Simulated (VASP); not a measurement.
Wanted: the native input for a VASP 6.6.1 run.

* Task: relaxation of cell and atoms
* Functional: PBEsol
* Potentials or basis: VASP PAW PBE potentials, release 64 (Be, C)
* Cutoff: 600 eV
* k mesh: 14 × 14 × 14
* Occupations: fermi-dirac, width 0.05 eV
* Spin: no spin polarisation
* Dipole correction: no
* Further INCAR settings: ALGO = Normal; EDIFF = 1e-07; IBRION = 2; EDIFFG = -0.002; NSW = 100; ISIF = 3

The structure of Be2C lies in POSCAR:

```
Be2C
1.0
    2.1650000000      2.1650000000      0.0000000000
   -2.1650000000      2.1650000000      0.0000000000
    0.0000000000      2.1650000000      2.1650000000
Be C
2 1
Direct
    0.2500000000      0.7500000000      0.5000000000
    0.7500000000      0.2500000000      0.5000000000
    0.0000000000      0.0000000000      0.0000000000
```

These files were run (other wordings do the same):

INCAR

```
PREC = Accurate
ENCUT = 600
EDIFF = 1E-7
ISMEAR = -1
SIGMA = 0.05
LREAL = F
LASPH = T
NELM = 120
ALGO = Normal
ISIF = 3
LWAVE = F
LCHARG = F
GGA = PS
IBRION = 2
NSW = 100
EDIFFG = -0.002
GGA_COMPAT = F
NELMIN = 4
```

KPOINTS

```
regular mesh
0
Gamma
  14 14 14
```

Potentials or basis: VASP PAW PBE potentials, release 64 (Be, C).

The run is started by

```sh
$ cat potpaw_PBE.64/Be/POTCAR potpaw_PBE.64/C/POTCAR > POTCAR
$ mpirun -np 1 vasp_std > vasp.out
```

It gave:

| Property | Result |
| --- | --- |
| Relaxed volume | 6.69 Å³/atom |
| Relaxed cell | a = 3.051 Å, b = 3.051 Å, c = 3.051 Å, α = 60.00°, β = 60.00°, γ = 90.00° |
| Space group after relaxing (to 0.05 Å) | Fm-3m (No. 225) |
| Energy gained by relaxing | 0.5 meV/atom |
| Ionic steps | 3 |
| Pressure after relaxing | 0.0 GPa |
| Band gap on the k mesh | 1.06 eV, indirect (least direct gap 4.10 eV) |

Caveat: the PAW data sets were made with another functional, which shifts forces and pressure a little.

Run time: 16 s on 1 thread of Intel(R) Xeon(R) Platinum 8559C (Emerald Rapids), with other jobs on the host, peak memory 0.14 GiB.
